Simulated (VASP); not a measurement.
Set up this calculation in VASP 6.6.1, as the native input.

| Property | Result |
| --- | --- |
| Task | single point |
| Functional | PBE |
| Potentials or basis | VASP PAW PBE potentials, release 64 (Mg_sv, O) |
| Cutoff | 840 eV |
| k mesh | 9 × 9 × 9 |
| Occupations | fermi-dirac, width 0.0005 eV |
| Spin | no spin polarisation |
| Dipole correction | no |
| Further INCAR settings | ALGO = Normal; EDIFF = 1e-06; NBANDS = 15 |

The structure of MgO lies in POSCAR:

```
MgO
1.0
    0.0000000000      2.1130000000      2.1130000000
    2.1130000000      0.0000000000      2.1130000000
    2.1130000000      2.1130000000      0.0000000000
Mg O
1 1
Direct
    0.0000000000      0.0000000000      0.0000000000
    0.5000000000      0.5000000000      0.5000000000
```

These files were run (other wordings do the same):

INCAR

```
SYSTEM = MgO
PREC     = Accurate       ! precision mode
ENCUT    = 840            ! plane-wave cutoff, eV
EDIFF    = 1E-6           ! SCF threshold, eV
ISMEAR   = -1             ! smearing method
SIGMA    = 5E-4           ! smearing width, eV
LREAL    = .False.        ! projectors in reciprocal space
LASPH    = .True.         ! aspherical terms in the spheres
NELM     = 120            ! most SCF steps
ALGO     = Normal         ! electronic algorithm
ISIF     = 2              ! what is computed and relaxed
LWAVE    = .False.        ! write WAVECAR
LCHARG   = .False.        ! write CHGCAR
GGA      = PE             ! functional
NBANDS   = 15             ! bands
GGA_COMPAT= .False.
```

KPOINTS

```
regular mesh
0
Gamma
  9 9 9
  0 0 0
```

Potentials or basis: VASP PAW PBE potentials, release 64 (Mg_sv, O).

Command:

```console
$ cat potpaw_PBE.64/Mg_sv/POTCAR potpaw_PBE.64/O/POTCAR > POTCAR
$ mpirun -np 1 vasp_std > vasp.out
```

Results of the run:

```yaml
Pressure: 3.1 GPa
Band_gap_on_the_k_mesh: 4.64 eV
```

Caveat: the cell stands under pressure.

Wall time 13 s on 1 thread of AMD EPYC 7R13 Processor (Zen 3), on a shared host, peak memory 0.13 GiB.
